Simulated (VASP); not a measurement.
Input of a VASP 6.6.1 run:

The input INCAR:

```
ALGO = Normal ; EDIFF = 1E-7
ENCUT = 520 ; GGA = PE
ISIF = 2 ; ISMEAR = -1
LASPH = T ; LCHARG = F
LREAL = F ; LWAVE = F
NBANDS = 28 ; NELM = 100
PREC = Accurate ; SIGMA = 0.05
```

The input KPOINTS:

```
k-points
0
Gamma
  7 7 7
```

The input POSCAR:

```
BaTiO3
1.0
    4.0524349834      0.0000000000      0.0000000000
    0.0000000000      4.0524349834      0.0000000000
    0.0000000000      0.0000000000      4.0708744845
Ba Ti O
1 1 3
Direct
    0.0000000000      0.0000000000      0.0000000000
    0.5000000000      0.5000000000      0.4900000000
    0.0000000000      0.5000000000      0.5170000000
    0.5000000000      0.0000000000      0.5170000000
    0.5000000000      0.5000000000      0.0190000000
```

Potentials or basis: VASP PAW PBE potentials, release 64 (Ba_sv, Ti_sv, O).

Launch:

```bash
$ cat potpaw_PBE.64/Ba_sv/POTCAR potpaw_PBE.64/Ti_sv/POTCAR potpaw_PBE.64/O/POTCAR > POTCAR
$ mpirun -np 1 vasp_std > vasp.out
```

Question: Estimate the band gap on the k mesh.

Answer: 1.78 eV, indirect (least direct gap 2.01 eV).

Question: What does it give for the pressure?

Answer: -2.2 GPa.

Forces in eV/Å, atoms in the order of the input:
```
Ba   0.000  0.000  0.039
Ti   0.000  0.000 -0.293
O    0.000  0.000 -0.126
O    0.000  0.000 -0.126
O    0.000  0.000  0.506
```

Caveat: spin-orbit coupling is left out, which moves the levels of the heavy elements. A k mesh can miss the band edges.
